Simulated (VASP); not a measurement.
A run of VASP 6.6.1 is set up as follows.

Contents of INCAR:

```
SYSTEM = BP
PREC = Accurate
ENCUT = 520
EDIFF = 1E-6
ISMEAR = -1
SIGMA = 0.08
LREAL = .FALSE.
LASPH = .TRUE.
NELM = 60
ALGO = Normal
ISIF = 2
LWAVE = .FALSE.
LCHARG = .FALSE.
NBANDS = 11
```

File KPOINTS:

```
Automatic mesh
0
G
  12 12 12
  0 0 0
```

POSCAR

```
BP
1.0
    0.0000000000      2.3143800000      2.2690000000
    2.3143800000      0.0000000000      2.2690000000
    2.3143800000      2.3143800000      0.0000000000
B P
1 1
Direct
    0.0000000000      0.0000000000      0.0000000000
    0.7500000000      0.7500000000      0.7500000000
```

Potentials or basis: VASP PAW LDA potentials, release 64 (B, P).

Run with:

```bash
$ cat potpaw_LDA.64/B/POTCAR potpaw_LDA.64/P/POTCAR > POTCAR
$ mpirun -np 1 vasp_std > vasp.out
```

Task: Estimate the band gap on the k mesh.

Result: 0.94 eV, indirect (least direct gap 3.12 eV).

Task: What does it give for the pressure?

Result: -11.0 GPa.

Stress tensor (GPa, compression positive):
```
-12.67   0.00   0.00
  0.00 -12.67   0.00
  0.00   0.00  -7.69
```

Caveat: the cell differs from its parent crystal (equal xx and yy strain of +2 %). A k mesh can miss the band edges.
